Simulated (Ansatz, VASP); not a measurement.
KCl: VASP beside Ansatz

```
K Cl
1.0
     0.00000    3.14485    3.14485
     3.14485    0.00000    3.14485
     3.14485    3.14485    0.00000
K Cl
1 1
Direct
  0.00000 0.00000 0.00000
  0.50000 0.50000 0.50000
```

Alike in both runs: task single point; functional PBE; k mesh 8 × 8 × 8; no spin polarisation.

|  | VASP | Ansatz |
| --- | --- | --- |
| version | VASP 6.6.1 | Ansatz 0.2.0 |
| potentials or method | VASP PAW PBE potentials, release 64 (K_sv, Cl) | plane waves, PAW |
| plane-wave cutoff (eV) | 520 | 420 |
| occupations | gaussian, width 0.01 eV | fixed |
| valence electrons in the cell | 16 | 16 |

|  | VASP | Ansatz | Ansatz less VASP |
| --- | --- | --- | --- |
| gap on the k mesh at the Fermi level (eV) | 5.19 | 5.19 | +0.002 |
| pressure (GPa) | 0.8 | 0.8 | -0.03 |
